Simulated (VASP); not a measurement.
Runs of VASP 6.6.1 on CdS (Hawleyite). Symmetry: F-43m, No. 216, cubic system. Conventional cell: a = 5.833 Å, b = 5.833 Å, c = 5.833 Å, α = 90.00°, β = 90.00°, γ = 90.00°. Within 3.3 Å of Cd (site symmetry -43m) lie 4 S at 2.53 Å. S (site symmetry -43m) has 4 Cd at 2.53 Å within 3.3 Å. 

| k mesh | gap on the mesh (eV) | pressure (GPa) |
| --- | --- | --- |
| 8 × 8 × 8 | 1.01 | 0.1 |
| 2 × 2 × 2 | (a) | 3.6 |
| 4 × 4 × 4 | 1.00 | 0.3 |
| 6 × 6 × 6 | 1.01 | 0.1 |

Alike in all rows: task single point; level PBEsol; potentials or basis VASP PAW PBE potentials, release 64 (Cd, S); no spin polarisation; cell as given; cutoff (eV) 520; smearing methfessel-paxton 0.1 eV.

Question: Estimate the missing entries.

Answer: (a) 0.84.

Caveats: some runs use coarse meshes; the PAW data sets were made with another functional, which shifts forces and pressure a little.

A k mesh can miss the band edges, and the runs leave out spin-orbit coupling on Cd.
